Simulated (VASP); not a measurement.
**Al8H: single point with PBE**

Slab: Al8H, a slab with vacuum.

```
CELL_PARAMETERS angstrom
5.71352 0.00000 0.00000
0.00000 8.08013 0.00000
0.00000 0.00000 22.24328
ATOMIC_POSITIONS crystal
Al 0.25000 0.25000 0.17983
Al 0.25000 0.75000 0.17983
Al 0.75000 0.25000 0.17983
Al 0.75000 0.75000 0.17983
Al 0.00000 0.00000 0.24405
Al 0.00000 0.50000 0.24405
Al 0.50000 0.00000 0.24405
Al 0.50000 0.50000 0.24405
Al 0.25000 0.25000 0.31026
Al 0.25000 0.75000 0.31026
Al 0.75000 0.25000 0.31026
Al 0.75000 0.75000 0.31026
Al 0.00000 0.00000 0.37060
Al 0.00000 0.50000 0.37060
Al 0.50000 0.00000 0.37060
Al 0.50000 0.50000 0.37060
H 0.25000 0.08602 0.44837
H 0.25000 0.41398 0.44837
```

```yaml
Program: VASP 6.6.1
Task: single point
Functional: PBE
Potentials_or_basis: VASP PAW PBE potentials, release 64 (Al, H)
Cutoff: 520 eV
k_mesh: 5 × 4 × 1
Occupations: gaussian, width 0.1 eV
Spin: no spin polarisation
```

```yaml
Largest_force: 1.533 eV/Å
Band_gap_on_the_k_mesh: zero (band 25 reaches -0.66 eV, above the bottom of band 26 at -1.42 eV)
```

Forces on the atoms (eV/Å):
```
Al   0.000  0.000  0.233
Al   0.000  0.000  0.264
Al   0.000  0.000  0.248
Al   0.000  0.000  0.263
Al  -0.270  0.001 -0.262
Al  -0.270 -0.001 -0.262
Al   0.270  0.001 -0.262
Al   0.270 -0.001 -0.262
Al   0.000  0.000 -0.293
Al   0.000  0.000  0.257
Al   0.000  0.000  0.066
Al   0.000  0.000 -0.056
Al   0.126  0.271  0.726
Al   0.126 -0.271  0.726
Al  -0.126  0.271  0.726
Al  -0.126 -0.271  0.726
H    0.000 -0.584 -1.418
H    0.000  0.584 -1.418
```

Levels at points of the mesh, in eV from the Fermi level:
| k point | band 22 | band 23 | band 24 | band 25 | band 26 | band 27 | band 28 | band 29 |
| --- | --- | --- | --- | --- | --- | --- | --- | --- |
| (0.00, 0.00, 0.00) | -0.86 | -0.76 | -0.65 | -0.42 | -0.31 | -0.15 | 0.25 | 0.26 |
| (0.00, 0.50, 0.00) | -0.95 | -0.88 | -0.88 | -0.24 | -0.14 | 0.23 | 0.24 | 0.50 |

It took 8.1 min on 1 thread of AMD EPYC 9R45 96-Core Processor (Zen 5), with other jobs on the host, peak memory 0.86 GiB.
